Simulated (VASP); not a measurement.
Set up this calculation in VASP 6.6.1, as the native input.

```yaml
Task: single point
Functional: PBEsol
Potentials_or_basis: VASP PAW PBE potentials, release 64 (Pd, Cu)
Cutoff: 520 eV
k_mesh: 10 × 10 × 10
Occupations: fermi-dirac, width 0.05 eV
Spin: no spin polarisation
Dipole_correction: no
Further_INCAR_settings: ALGO = Fast; EDIFF = 1e-06; NBANDS = 28
```

The structure of CuPd3 lies in POSCAR:

```
CuPd3
1.0
   -1.9303919736      1.9303919736      3.9636616018
    1.9303919736     -1.9303919736      3.9636616018
    1.9303919736      1.9303919736     -3.9636616018
Pd Cu
3 1
Direct
    0.5000000000      0.5000000000      0.0000000000
    0.2500000000      0.7500000000      0.5000000000
    0.7500000000      0.2500000000      0.5000000000
    0.0000000000      0.0000000000      0.0000000000
```

This cell differs from its parent crystal: volume scaled by 1.04.

One way to write it, as run:

INCAR

```
SYSTEM = CuPd3
PREC = Accurate
ENCUT = 520
EDIFF = 1E-6
ISMEAR = -1
SIGMA = 0.05
LREAL = .FALSE.
LASPH = .TRUE.
NELM = 80
ALGO = Fast
ISIF = 2
LWAVE = .FALSE.
LCHARG = .FALSE.
GGA = PS
NBANDS = 28
```

KPOINTS

```
regular mesh
0
G
  10 10 10
  0 0 0
```

Potentials or basis: VASP PAW PBE potentials, release 64 (Pd, Cu).

Run with:

```sh
$ cat potpaw_PBE.64/Pd/POTCAR potpaw_PBE.64/Cu/POTCAR > POTCAR
$ mpirun -np 1 vasp_std > vasp.out
```

It gave:

```json
{"Pressure": "-10.6 GPa"}
```

Caveat: the PAW data sets were made with another functional, which shifts forces and pressure a little.

Wall time 3.9 min on 1 thread of Intel(R) Xeon(R) Platinum 8259CL CPU @ 2.50GHz (Skylake/Cascade Lake), with other jobs on the host, peak memory 0.31 GiB.
